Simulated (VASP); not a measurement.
Write the native input for VASP 6.6.1 that does the following.

```yaml
Task: single point
Functional: PBE
Potentials_or_basis: VASP PAW PBE potentials, release 64 (V_sv, O)
Cutoff: 600 eV
k_mesh: 6 × 6 × 10
Occupations: gaussian, width 0.02 eV
Spin: collinear spin, ferromagnetic start
Starting_moments: "[-0.95, -0.95, 0.0, 0.0, 0.0, 0.0] μB"
Hubbard_terms: V d U = 3.25 eV
Dipole_correction: no
Further_INCAR_settings: ALGO = Normal; EDIFF = 1e-06; NBANDS = 38
```

The structure of VO2 lies in POSCAR:

```
VO2
1.0
    4.4818798926      0.0000000000      0.0000000000
    0.0000000000      4.4818798926      0.0000000000
    0.0000000000      0.0000000000      3.0258522293
V O
2 4
Direct
    0.0000000000      0.0000000000      0.0000000000
    0.5000000000      0.5000000000      0.5000000000
    0.2989533478      0.2989533478      0.0000000000
    0.7010466522      0.7010466522      0.0000000000
    0.7989533478      0.2010466522      0.5000000000
    0.2010466522      0.7989533478      0.5000000000
```

The input as run:

INCAR

```
  PREC = Accurate
  ENCUT = 600
  EDIFF = 1E-6
  ISMEAR = 0
  SIGMA = 0.02
  LREAL = False
  LASPH = True
  NELM = 200
  ALGO = Normal
  ISIF = 2
  LWAVE = False
  LCHARG = False
  ISPIN = 2
  MAGMOM = -0.95 -0.95 0 0 0 0
  LORBIT = 11
  LMAXMIX = 4
  LDAU = True
  LDAUTYPE = 2
  LDAUL = 2 -1
  LDAUU = 3.25 0
  LDAUJ = 0 0
  LDAUPRINT = 1
  GGA = PE
  NBANDS = 38
  GGA_COMPAT = False
```

KPOINTS

```
regular mesh
0
Gamma
  6 6 10
```

Potentials or basis: VASP PAW PBE potentials, release 64 (V_sv, O).

The run is started by

```bash
$ cat potpaw_PBE.64/V_sv/POTCAR potpaw_PBE.64/O/POTCAR > POTCAR
$ mpirun -np 1 vasp_std > vasp.out
```

Results of the run:

The pressure is 3.4 GPa and the largest force is 0.051 eV/Å. The band gap on the k mesh is 0.99 eV (least direct gap 1.24 eV), the net moment is -2.00 μB per cell and the site moments are V -1.07; O +0.05 μB. The valence electrons inside the program's atomic spheres are V 11.35; O 5.06.

Caveat: the cell stands under pressure.

Wall time 5.2 min on 1 thread of Intel(R) Xeon(R) Platinum 8488C (Sapphire Rapids), with other jobs on the host, peak memory 0.35 GiB.
